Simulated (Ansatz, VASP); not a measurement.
# One calculation of SnO2, two programs

Contents of INCAR:

```
SYSTEM = SnO2
  PREC = Accurate
  ENCUT = 520
  EDIFF = 1E-6
  ISMEAR = 0
  SIGMA = 0.05
  LREAL = .FALSE.
  LASPH = .TRUE.
  NELM = 100
  ALGO = Normal
  ISIF = 2
  LWAVE = .FALSE.
  LCHARG = .FALSE.
  NBANDS = 35
```

KPOINTS

```
regular mesh
0
G
  10 10 10
  0 0 0
```

Contents of POSCAR:

```
SnO2
1.0
   -1.9861130365      1.9861130365      5.2937745019
    1.9861130365     -1.9861130365      5.2937745019
    1.9861130365      1.9861130365     -5.2937745019
Sn O
2 4
Direct
    0.7500000000      0.2500000000      0.5000000000
    0.0000000000      0.0000000000      0.0000000000
    0.7969975834      0.7969975834      0.0000000000
    0.9530024166      0.4530024166      0.5000000000
    0.2030024166      0.2030024166      0.0000000000
    0.5469975834      0.0469975834      0.5000000000
```

Input for Ansatz:

```yaml
crystal:
  lattice:
    - [-1.9861130365, 1.9861130365, 5.2937745019]
    - [1.9861130365, -1.9861130365, 5.2937745019]
    - [1.9861130365, 1.9861130365, -5.2937745019]
  atoms:
    - { symbol: Sn, position: [0.75, 0.25, 0.5] }
    - { symbol: Sn, position: [0.0, 0.0, 0.0] }
    - { symbol: O, position: [0.7969975834, 0.7969975834, 0.0] }
    - { symbol: O, position: [0.9530024166, 0.4530024166, 0.5] }
    - { symbol: O, position: [0.2030024166, 0.2030024166, 0.0] }
    - { symbol: O, position: [0.5469975834, 0.0469975834, 0.5] }
basis:
  ecutwfc: 420
kpoints:
  mp_grid: { grid: [10, 10, 10] }
hamiltonian:
  xc: lda
scf:
  occupations: { method: gaussian, width: 0.05 }
output:
  forces: true
  stress: true
  eigenvalues: true
  write_density: true
  write_potential: true
  elf: true
  volumetric_format: npy
```

Change from the starting cell: strain +0.000 along x and y, +0.040 along z, atoms carried along.

Alike in both runs: task single point; functional LDA; k mesh 10 × 10 × 10; occupations gaussian, width 0.05 eV; no spin polarisation.

```csv
,VASP,Ansatz
version,VASP 6.6.1,Ansatz 0.2.0
potentials or method,"VASP PAW LDA potentials, release 64 (Sn_d, O), cutoff 520 eV","scalar-relativistic, plane waves, PAW"
valence electrons in the cell,52,52
```

VASP gave:

```
gap on the k mesh at the Fermi level (eV)                     : 1.20
least direct gap on the mesh (eV)                             : 1.57
pressure (GPa)                                                : -6.4
traceless stress, the component that is largest in VASP (GPa) : -5.07
rms of the force components (eV/Å)                            : 0.260
```

Task: What did Ansatz give for the same quantities?

Result: gap on the k mesh at the Fermi level (eV): 1.17; least direct gap on the mesh (eV): 1.53; pressure (GPa): -7.1; traceless stress, the component that is largest in VASP (GPa): -5.08; rms of the force components (eV/Å): 0.267.

LDA's correlation is that of Perdew and Zunger in VASP and of Perdew and Wang (1992) in Ansatz. Atom by atom the forces differ by 0.008 eV/Å (rms over components).
